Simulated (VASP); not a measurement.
Write the native input for VASP 6.6.1 that does the following.

```yaml
Task: single point
Functional: BLYP
Potentials_or_basis: VASP PAW PBE potentials, release 64 (Ba_sv, Ti_sv, O_h)
Cutoff: 910 eV
k_mesh: 4 × 4 × 4
Occupations: gaussian, width 0.01 eV
Spin: no spin polarisation
Dipole_correction: no
Second_run: hard_potentials
Further_INCAR_settings: ALGO = Normal; EDIFF = 1e-06; NBANDS = 28
```

The structure of BaTiO3 lies in POSCAR:

```
BaTiO3
1.0
    3.9998000000      0.0000000000      0.0000000000
    0.0000000000      3.9998000000      0.0000000000
    0.0000000000      0.0000000000      4.0180000000
Ba Ti O
1 1 3
Direct
    0.0000000000      0.0000000000      0.0000000000
    0.5000000000      0.5000000000      0.4900000000
    0.5000000000      0.5000000000      0.0190000000
    0.5000000000      0.0000000000      0.5170000000
    0.0000000000      0.5000000000      0.5170000000
```

These files were run (other wordings do the same):

INCAR

```
SYSTEM = BaTiO3
PREC     = Accurate       ! precision mode
ENCUT    = 910            ! plane-wave cutoff, eV
EDIFF    = 1E-6           ! SCF threshold, eV
ISMEAR   = 0              ! smearing method
SIGMA    = 0.01           ! smearing width, eV
LREAL    = .False.        ! projectors in reciprocal space
LASPH    = .True.         ! aspherical terms in the spheres
NELM     = 120            ! most SCF steps
ALGO     = Normal         ! electronic algorithm
ISIF     = 2              ! what is computed and relaxed
LWAVE    = .False.        ! write WAVECAR
LCHARG   = .False.        ! write CHGCAR
GGA      = B5             ! functional
ALDAX    = 1.0          
AGGAX    = 1.0          
AGGAC    = 1.0          
ALDAC    = 0.0          
NBANDS   = 28             ! bands
GGA_COMPAT= .False.
```

KPOINTS

```
Automatic mesh
0
Gamma
  4 4 4
  0 0 0
```

Potentials or basis: VASP PAW PBE potentials, release 64 (Ba_sv, Ti_sv, O_h).

Command:

```bash
$ cat potpaw_PBE.64/Ba_sv/POTCAR potpaw_PBE.64/Ti_sv/POTCAR potpaw_PBE.64/O_h/POTCAR > POTCAR
$ mpirun -np 1 vasp_std > vasp.out
```

Results of the run:

The pressure is 9.6 GPa. The largest force is 0.237 eV/Å and the band gap on the k mesh is 1.79 eV, indirect (least direct gap 2.07 eV).

Caveat: the cutoff is under 1.25 times the usual one of these potentials, so pressure, stress and relaxed cells hold a basis-set (Pulay) error; the PAW data sets were made with another functional, which shifts forces and pressure a little; spin-orbit coupling is left out, which moves the levels of the heavy elements.

It took 97 s on 1 thread of AMD EPYC 7R13 Processor (Zen 3), with other jobs on the host, peak memory 0.26 GiB.
